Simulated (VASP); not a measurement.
Wanted: the native input for a VASP 6.6.1 run.

| Item | Value |
| --- | --- |
| Task | relaxation of cell and atoms |
| Functional | PBE |
| Potentials or basis | VASP PAW PBE potentials, release 64 (Si, N) |
| Cutoff | 600 eV |
| k mesh | 4 × 4 × 4 |
| Occupations | gaussian, width 0.1 eV |
| Spin | collinear spin, ferromagnetic start |
| Starting moments | [0.0, 0.0, 0.0, 0.0, 0.0, 0.0, 1.0] μB |
| Dipole correction | no |
| Further INCAR settings | ALGO = Normal; EDIFF = 1e-06; IBRION = 2; EDIFFG = -0.04; NSW = 90; ISIF = 3 |

The structure of Si6N lies in POSCAR:

```
Si6N
1.0
    4.6820782300      0.0000000000      0.0000000000
    0.0000000000      4.6820782300      0.0000000000
    0.0000000000      0.0000000000      4.6820782300
Si N
6 1
Direct
    0.0000000000      0.0000000000      0.2930000100
    0.0000000000      0.0000000000      0.7069999900
    0.2930000100      0.0000000000      0.0000000000
    0.7069999900      0.0000000000      0.0000000000
    0.0000000000      0.2930000100      0.0000000000
    0.0000000000      0.7069999900      0.0000000000
    0.5000000000      0.5000000000      0.5000000000
```

These files were run (other wordings do the same):

INCAR

```
SYSTEM = Si6N
PREC     = Accurate       ! precision mode
ENCUT    = 600            ! plane-wave cutoff, eV
EDIFF    = 1E-6           ! SCF threshold, eV
ISMEAR   = 0              ! smearing method
SIGMA    = 0.1            ! smearing width, eV
LREAL    = .FALSE.        ! projectors in reciprocal space
LASPH    = .TRUE.         ! aspherical terms in the spheres
NELM     = 150            ! most SCF steps
ALGO     = Normal         ! electronic algorithm
ISIF     = 3              ! what is computed and relaxed
LWAVE    = .FALSE.        ! write WAVECAR
LCHARG   = .FALSE.        ! write CHGCAR
ISPIN    = 2              ! spin polarisation
MAGMOM   = 0 0 0 0 0 0 1  ! initial moments
LORBIT   = 11             ! projections on sites
GGA      = PE             ! functional
IBRION   = 2              ! ionic algorithm
NSW      = 90             ! ionic steps
EDIFFG   = -0.04          ! ionic threshold
```

KPOINTS

```
Automatic mesh
0
G
  4 4 4
  0 0 0
```

Potentials or basis: VASP PAW PBE potentials, release 64 (Si, N).

The run is started by

```bash
$ cat potpaw_PBE.64/Si/POTCAR potpaw_PBE.64/N/POTCAR > POTCAR
$ mpirun -np 1 vasp_std > vasp.out
```

It gave:

```
Relaxed volume                                        : 27.10 Å³/atom
Relaxed cell                                          : a = 5.746 Å, b = 5.746 Å, c = 5.746 Å, α = 90.00°, β = 90.00°, γ = 90.00°
Space group after relaxing (to 0.05 Å)                : Pm-3m (No. 221)
Energy gained by relaxing                             : 2442.2 meV/atom
Ionic steps                                           : 14
Pressure after relaxing                               : 0.1 GPa
Largest force after relaxing                          : 0.010 eV/Å
Net moment                                            : 0.00 μB per cell
Valence electrons inside the program's atomic spheres : Si 1.63; N 3.26
```

Caveat: the volume moved by over 15 % at a fixed basis, so the end points are rough.

Run time: 16 min on 1 thread of Intel(R) Xeon(R) Platinum 8488C (Sapphire Rapids), with other jobs on the host, peak memory 0.29 GiB.
